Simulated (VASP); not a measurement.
# NaS5 (P6/mmm) in VASP: further runs

NaS5 is run at these levels: PBE; tasks: single point.

Everything below comes from runs of VASP 6.6.1. Logs are shortened: lines on timing, memory, paths and dates and some standing lists are left out, and cuts for length are marked.

### 1 The cell of the first run

The structure is hexagonal, space group P6/mmm (No. 191). Conventional cell: a = 5.956 Å, b = 5.956 Å, c = 4.846 Å, α = 90.00°, β = 90.00°, γ = 120.00°. Within 4.5 Å of Na (site symmetry 6/mmm) lie 18 S at 3.44 to 3.84 Å. S (site symmetry -6m2) has 9 S at 2.97 to 3.44 Å and 3 Na at 3.44 Å within 3.9 Å. S (site symmetry mmm) has 8 S at 2.97 to 2.98 Å and 4 Na at 3.84 Å within 3.9 Å.

### 2 Single point, PBE

INCAR

```
SYSTEM = NaS5
PREC     = Accurate       ! precision mode
ENCUT    = 520            ! plane-wave cutoff, eV
EDIFF    = 1E-6           ! SCF threshold, eV
ISMEAR   = 0              ! smearing method
SIGMA    = 0.1            ! smearing width, eV
LREAL    = .FALSE.        ! projectors in reciprocal space
LASPH    = .TRUE.         ! aspherical terms in the spheres
NELM     = 60             ! most SCF steps
ALGO     = Normal         ! electronic algorithm
ISIF     = 2              ! what is computed and relaxed
LWAVE    = .FALSE.        ! write WAVECAR
LCHARG   = .FALSE.        ! write CHGCAR
GGA      = PE             ! functional
NBANDS   = 28             ! bands
```

KPOINTS

```
Automatic mesh
0
G
  3 3 4
  0 0 0
```

POSCAR

```
NaS5
1.0
    5.9556825300      0.0000000000      0.0000000000
   -2.9778412600      5.1577723700      0.0000000000
    0.0000000000      0.0000000000      4.8461685200
Na S
1 5
Direct
    0.0000000000      0.0000000000      0.0000000000
    0.3333333300      0.6666666700      0.0000000000
    0.6666666700      0.3333333300      0.0000000000
    0.5000000000      0.0000000000      0.5000000000
    0.5000000000      0.5000000000      0.5000000000
    0.0000000000      0.5000000000      0.5000000000
```

Potentials or basis: VASP PAW PBE potentials, release 64 (Na_pv, S).

Started as:

```sh
cat potpaw_PBE.64/Na_pv/POTCAR potpaw_PBE.64/S/POTCAR > POTCAR
mpirun -np 1 vasp_std > vasp.out
```

OUTCAR:

```text
SYSTEM = NaS5
   PREC = Accurate
   ENCUT = 520
   EDIFF = 1E-6
   ISMEAR = 0
   LREAL = .FALSE.
   LASPH = .TRUE.
   NELM = 60
   ISIF = 2
   GGA = PE

 ion  position               nearest neighbor table
   1  0.000  0.000  0.000-
   2  0.333  0.667  0.000-
   3  0.667  0.333  0.000-
   4  0.500  0.000  0.500-
   5  0.500  0.500  0.500-
   6  0.000  0.500  0.500-

  LATTYP: Found a hexagonal cell.
 ALAT       =     5.9556825300
 C/A-ratio  =     0.8137049777

  Lattice vectors:

 A1 = (   5.9556825300,   0.0000000000,   0.0000000000)
 A2 = (  -2.9778412600,   5.1577723700,   0.0000000000)
 A3 = (   0.0000000000,   0.0000000000,   4.8461685200)

Analysis of symmetry for initial positions (statically):
=====================================================================
 Subroutine PRICEL returns:
 Original cell was already a primitive cell.

 Routine SETGRP: Setting up the symmetry group for a
 hexagonal supercell.

 Subroutine GETGRP returns: Found 24 space group operations
 (whereof 24 operations were pure point group operations)
 out of a pool of 24 trial point group operations.

The static configuration has the point symmetry D_6h.

Analysis of symmetry for dynamics (positions and initial velocities):
=====================================================================
 Subroutine PRICEL returns:
 Original cell was already a primitive cell.

 Routine SETGRP: Setting up the symmetry group for a
 hexagonal supercell.

 Subroutine GETGRP returns: Found 24 space group operations
 (whereof 24 operations were pure point group operations)
 out of a pool of 24 trial point group operations.

The dynamic configuration has the point symmetry D_6h.

 Subroutine INISYM returns: Found 24 space group operations
 (whereof 24 operations are pure point group operations),
 and found     1 'primitive' translations

----------------------------------------------------------------------------------------

                                     Primitive cell

  volume of cell :     148.8649

  direct lattice vectors                    reciprocal lattice vectors
     5.955682530  0.000000000  0.000000000     0.167906868  0.096941075  0.000000000
[... 77 lines left out ...]
   NELM   =     60;   NELMIN=  2; NELMDL= -5     # of ELM steps
   EDIFF  = 0.1E-05   stopping-criterion for ELM
   LREAL  =      F    real-space projection
   EDIFFG = 0.1E-04   stopping-criterion for IOM
   NSW    =      0    number of steps for IOM
   IBRION =     -1    ionic relax: 0-MD 1-quasi-New 2-CG
   NFREE  =      0    steps in history (QN), initial steepest desc. (CG)
   ISIF   =      2    stress and relaxation
   ISYM   =      2    0-nonsym 1-usesym 2-fastsym
   POTIM  = 0.5000    time-step for ionic-motion
   TEBEG  =    0.0;   TEEND  =   0.0 temperature during run
   PSTRESS=    0.0 pullay stress
   NELECT =      37.0000    total number of electrons
   NUPDOWN=      -1.0000    fix difference up-down
   EMIN   =  10.00;   EMAX   =-10.00  energy-range for DOS
   EFERMI =   0.00;   METHOD = LEGACY
   ISMEAR =     0;   SIGMA  =   0.10  broadening in eV -4-tet -1-fermi 0-gaus
   EFERMI_NEDOS =   21; number of points for ismear=-14 and -15
   IALGO  =     38    algorithm
   IMIX   =      4    mixing-type and parameters
     AMIX     =   0.40;   BMIX     =  1.00
     AMIX_MAG =   1.60;   BMIX_MAG =  1.00
  volume/ion in A,a.u.               =      24.81       167.43
  Fermi-wavevector in a.u.,A,eV,Ry     =   1.029306  1.945107 14.414987  1.059472
  Thomas-Fermi vector in A             =   2.163347
   LORBIT       =      0    0 simple, 1 ext, 2 COOP (PROOUT), +10 PAW based schemes
   GGA     = PE    functional components
   LHFCALC =     F    Hartree Fock is set to
   AEXX    =    0.0000 exact exchange contribution
   IVDW    =     0    specifies the selected vdW correction
   LEPSILON=     F    determine dielectric tensor
   LRPA    =     F    only Hartree local field effects (RPA)
 non-spin polarized calculation
 Gauss-broadening in eV      SIGMA  =   0.10
  energy-cutoff  :      520.00
  volume of cell :      148.86
 maximum number of plane-waves:      4038
 NGX is ok and might be reduce to    48
   NGX = 23   NGY = 23   NGZ = 19

 number of electron      36.9999994 magnetization

 Free energy of the ion-electron system (eV)
  ---------------------------------------------------
  ext. energy  EPLUGINS =         0.00000000
  ---------------------------------------------------
  free energy    TOTEN  =       -17.45735375 eV

  energy without entropy =      -17.43588356  energy(sigma->0) =      -17.44661865

 E-fermi :   2.2262     XC(G=0):  -8.5288

 val. band max:        2.1238772317   @ k =   0.3333   0.0000   0.2500
 cond. band min:       2.2614453018   @ k =   0.3333   0.3333   0.2500
 fundamental gap:      0.1375680701
 Fermi energy:         2.2262155501

 k-point     1 :       0.0000    0.0000    0.0000
  band No.  band energies     occupation
      1     -21.8641      2.00000
      2     -21.8338      2.00000
      3     -21.8338      2.00000
      4     -11.7155      2.00000
      5      -9.2156      2.00000
      6      -9.0967      2.00000
[... 268 lines left out ...]
     27      10.0088      0.00000
     28      10.7975      0.00000

------------------------ aborting loop because EDIFF is reached ----------------------------------------

  FORCE on cell =-STRESS in cart. coord.  units (eV):
  Direction    XX          YY          ZZ          XY          YZ          ZX
  --------------------------------------------------------------------------------------
  -------------------------------------------------------------------------------------
  Total       -4.3219670     -4.3219670    -14.3996765     -0.0000000     -0.0000000      0.0000000
  in kB      -46.5157264    -46.5157265   -154.9783724     -0.0000000     -0.0000000      0.0000000
  external PRESSURE =     -82.6699418 kB  Pullay stress =       0.0000000 kB

 VOLUME and BASIS-vectors are now :
 -----------------------------------------------------------------------------
  energy-cutoff  :      520.00
  volume of cell :      148.86
      direct lattice vectors                 reciprocal lattice vectors
     5.955682530  0.000000000  0.000000000     0.167906868  0.096941075  0.000000000
    -2.977841260  5.157772370  0.000000000     0.000000000  0.193882151  0.000000000
     0.000000000  0.000000000  4.846168520     0.000000000  0.000000000  0.206348582

 POSITION                                       TOTAL-FORCE (eV/Angst)
 -----------------------------------------------------------------------------------
      0.00000      0.00000      0.00000        -0.000000      0.000000      0.000000
     -0.00000      3.43851      0.00000         0.000000      0.000000     -0.000000
      2.97784      1.71926      0.00000         0.000000      0.000000      0.000000
      2.97784      0.00000      2.42308        -0.000000      0.000000      0.000000
      1.48892      2.57889      2.42308        -0.000000      0.000000      0.000000
     -1.48892      2.57889      2.42308        -0.000000      0.000000      0.000000
 -----------------------------------------------------------------------------------
    total drift:                               -0.000000     -0.000000     -0.000000

  FREE ENERGIE OF THE ION-ELECTRON SYSTEM (eV)
  ---------------------------------------------------
  free  energy   TOTEN  =       -17.4573537466 eV

  energy  without entropy=      -17.4358835597  energy(sigma->0) =      -17.44661865
```

OSZICAR:

```text
N       E                     dE             d eps       ncg     rms          rms(c)
DAV:   1     0.242912405111E+03    0.24291E+03   -0.15672E+04   520   0.117E+03
DAV:   2     0.677592837468E+01   -0.23614E+03   -0.22529E+03   612   0.247E+02
DAV:   3    -0.169668463600E+02   -0.23743E+02   -0.23277E+02   640   0.838E+01
DAV:   4    -0.176524127837E+02   -0.68557E+00   -0.67840E+00   584   0.150E+01
DAV:   5    -0.176732917353E+02   -0.20879E-01   -0.20870E-01   652   0.290E+00    0.991E+00
DAV:   6    -0.175281543196E+02    0.14514E+00   -0.68107E-01   632   0.302E+00    0.580E+00
DAV:   7    -0.174998985118E+02    0.28256E-01   -0.52099E-01   608   0.247E+00    0.337E+00
DAV:   8    -0.174570188936E+02    0.42880E-01   -0.14979E-01   572   0.169E+00    0.379E-01
DAV:   9    -0.174569733339E+02    0.45560E-04   -0.25229E-02   572   0.731E-01    0.211E-01
DAV:  10    -0.174571365695E+02   -0.16324E-03   -0.21735E-03   568   0.227E-01    0.125E-01
DAV:  11    -0.174572876986E+02   -0.15113E-03   -0.48162E-04   564   0.120E-01    0.490E-02
DAV:  12    -0.174573486685E+02   -0.60970E-04   -0.17915E-04   556   0.666E-02    0.136E-02
DAV:  13    -0.174573523086E+02   -0.36400E-05   -0.10921E-05   592   0.174E-02    0.891E-03
DAV:  14    -0.174573537083E+02   -0.13997E-05   -0.20608E-06   460   0.734E-03    0.206E-03
DAV:  15    -0.174573537466E+02   -0.38241E-07   -0.21453E-07   440   0.292E-03
   1 F= -.17457354E+02 E0= -.17446619E+02  d E =-.214702E-01
```

Run time: 25 s. Hardware: 1 thread of Intel Xeon Platinum 8488C (Sapphire Rapids), shared host; peak memory 0.27 GiB.

Results:

| Item | Value |
| --- | --- |
| Free energy | -17.4574 eV |
| Pressure | -8.3 GPa |

Stress tensor (GPa, compression positive):
```
 -4.65   0.00   0.00
  0.00  -4.65   0.00
  0.00   0.00 -15.50
```

Caveat: the k points lie up to 0.41 Å⁻¹ apart.

### 3 Single point, PBE

This run uses another cell than the first one, of 20.68 Å³/atom, 0.833 times its volume.

INCAR

```
PREC = Accurate ; ENCUT = 520
EDIFF = 1E-7 ; ISMEAR = 0
SIGMA = 0.1 ; LREAL = False
LASPH = True ; NELM = 60
ALGO = Normal ; ISIF = 2
LWAVE = False ; LCHARG = False
GGA = PE ; NBANDS = 28
```

KPOINTS

```
Automatic mesh
0
Gamma
  6 6 10
```

POSCAR

```
NaS5
1.0
    6.5077271359      0.0000000000      0.0000000000
   -3.2538635679      5.6358570206      0.0000000000
    0.0000000000      0.0000000000      3.3824992305
Na S
1 5
Direct
    0.0000000000      0.0000000000      0.0000000000
    0.3333333333      0.6666666667      0.0000000000
    0.6666666667      0.3333333333      0.0000000000
    0.5000000000      0.0000000000      0.5000000000
    0.5000000000      0.5000000000      0.5000000000
    0.0000000000      0.5000000000      0.5000000000
```

Potentials or basis: VASP PAW PBE potentials, release 64 (Na_pv, S).

Started as:

```sh
cat potpaw_PBE.64/Na_pv/POTCAR potpaw_PBE.64/S/POTCAR > POTCAR
mpirun -np 1 vasp_std > vasp.out
```

OUTCAR:

```text
PREC = Accurate
   ENCUT = 520
   EDIFF = 1E-7
   ISMEAR = 0
   LREAL = False
   LASPH = True
   NELM = 60
   ISIF = 2
   GGA = PE

 ion  position               nearest neighbor table
   1  0.000  0.000  0.000-
   2  0.333  0.667  0.000-   4 2.53   4 2.53   6 2.53   6 2.53   5 2.53   5 2.53
   3  0.667  0.333  0.000-   4 2.53   4 2.53   6 2.53   6 2.53   5 2.53   5 2.53
   4  0.500  0.000  0.500-   2 2.53   3 2.53   2 2.53   3 2.53
   5  0.500  0.500  0.500-   2 2.53   3 2.53   2 2.53   3 2.53
   6  0.000  0.500  0.500-   2 2.53   3 2.53   2 2.53   3 2.53
[... 951 lines left out ...]
  -------------------------------------------------------------------------------------
  Total       -0.0766343     -0.0766343     -0.0784816     -0.0000000      0.0000000     -0.0000000
  in kB       -0.9897068     -0.9897068     -1.0135643     -0.0000000      0.0000000     -0.0000000
  external PRESSURE =      -0.9976593 kB  Pullay stress =       0.0000000 kB

 VOLUME and BASIS-vectors are now :
 -----------------------------------------------------------------------------
  energy-cutoff  :      520.00
  volume of cell :      124.06
      direct lattice vectors                 reciprocal lattice vectors
     6.507727136  0.000000000  0.000000000     0.153663480  0.088717652  0.000000000
    -3.253863568  5.635857021  0.000000000     0.000000000  0.177435303  0.000000000
     0.000000000  0.000000000  3.382499231     0.000000000  0.000000000  0.295639387

 POSITION                                       TOTAL-FORCE (eV/Angst)
 -----------------------------------------------------------------------------------
      0.00000      0.00000      0.00000         0.000000      0.000000      0.000000
     -0.00000      3.75724      0.00000        -0.000000      0.000000      0.000000
      3.25386      1.87862      0.00000         0.000000      0.000000     -0.000000
      3.25386      0.00000      1.69125         0.000000      0.000000      0.000000
      1.62693      2.81793      1.69125         0.000000      0.000000      0.000000
     -1.62693      2.81793      1.69125         0.000000      0.000000      0.000000
 -----------------------------------------------------------------------------------
    total drift:                               -0.000000      0.000000     -0.000000

  FREE ENERGIE OF THE ION-ELECTRON SYSTEM (eV)
  ---------------------------------------------------
  free  energy   TOTEN  =       -19.9357061410 eV

  energy  without entropy=      -19.9223871750  energy(sigma->0) =      -19.92904666
```

stdout:

```text
POSCAR found type information on POSCAR NaS
 POSCAR found :  2 types and       6 ions
 scaLAPACK will be used
 LDA part: xc-table for (Slater+PW92), standard interpolation
 POSCAR, INCAR and KPOINTS ok, starting setup
 FFT: planning ... GRIDC
 FFT: planning ... GRID_SOFT
 FFT: planning ... GRID
 WAVECAR not read
 entering main loop
```

It took 77 s on 1 thread of Intel Xeon Platinum 8488C (Sapphire Rapids), shared host; peak memory 0.27 GiB.

What came out:

```yaml
Free_energy: -19.9357 eV
Pressure: -0.1 GPa
```
